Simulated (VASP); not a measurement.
Here is a VASP 6.6.1 calculation.

The input POSCAR:

```
CO
1.0
    5.6300000000      0.0000000000      0.0000000000
    0.0000000000      5.6300000000      0.0000000000
    0.0000000000      0.0000000000      5.6300000000
C O
4 4
Direct
    0.9580000000      0.9580000000      0.9580000000
    0.5420000000      0.0420000000      0.4580000000
    0.4580000000      0.5420000000      0.0420000000
    0.0420000000      0.4580000000      0.5420000000
    0.0670000000      0.0670000000      0.0670000000
    0.4330000000      0.9330000000      0.5670000000
    0.5670000000      0.4330000000      0.9330000000
    0.9330000000      0.5670000000      0.4330000000
```

File INCAR.step1:

```
SYSTEM = CO
PREC     = Accurate       ! precision mode
ENCUT    = 910            ! plane-wave cutoff, eV
ISMEAR   = 0              ! smearing method
SIGMA    = 0.1            ! smearing width, eV
LREAL    = .False.        ! projectors in reciprocal space
LASPH    = .True.         ! aspherical terms in the spheres
NELM     = 120            ! most SCF steps
NBANDS   = 30             ! bands
GGA      = PE             ! functional
ALGO     = Normal         ! electronic algorithm
EDIFF    = 1E-5           ! SCF threshold, eV
LWAVE    = .True.         ! write WAVECAR
LCHARG   = .False.        ! write CHGCAR
GGA_COMPAT= .False.
```

INCAR.step2

```
SYSTEM = CO
PREC     = Accurate       ! precision mode
ENCUT    = 910            ! plane-wave cutoff, eV
EDIFF    = 1E-6           ! SCF threshold, eV
ISMEAR   = 0              ! smearing method
SIGMA    = 0.1            ! smearing width, eV
LREAL    = .False.        ! projectors in reciprocal space
LASPH    = .True.         ! aspherical terms in the spheres
NELM     = 120            ! most SCF steps
ALGO     = Normal         ! electronic algorithm
ISIF     = 2              ! what is computed and relaxed
LWAVE    = .False.        ! write WAVECAR
LCHARG   = .False.        ! write CHGCAR
METAGGA  = R2SCAN         ! meta-GGA
LMIXTAU  = .True.       
NBANDS   = 30             ! bands
ISTART   = 1            
GGA_COMPAT= .False.
```

File KPOINTS:

```
Automatic mesh
0
Gamma
  4 4 4
  0 0 0
```

Potentials or basis: VASP PAW PBE potentials, release 64 (C_h, O_h).

Command:

```sh
$ cat potpaw_PBE.64/C_h/POTCAR potpaw_PBE.64/O_h/POTCAR > POTCAR
$ cp INCAR.step1 INCAR
$ mpirun -np 1 vasp_std > vasp.out
$ cp INCAR.step2 INCAR
$ mpirun -np 1 vasp_std > vasp.out
```

**Question.** Estimate the band gap on the k mesh.

**Answer.** 7.12 eV.

**Question.** Predict the largest force.

**Answer.** 9.591 eV/Å.

Forces on the atoms (eV/Å):
```
C   -5.527 -5.527 -5.527
C    5.527  5.527 -5.527
C   -5.527  5.527  5.527
C    5.527 -5.527  5.527
O    5.537  5.537  5.537
O   -5.537 -5.537  5.537
O    5.537 -5.537 -5.537
O   -5.537  5.537 -5.537
```

Caveat: the PAW data sets were made with another functional, which shifts forces and pressure a little. A k mesh can miss the band edges.
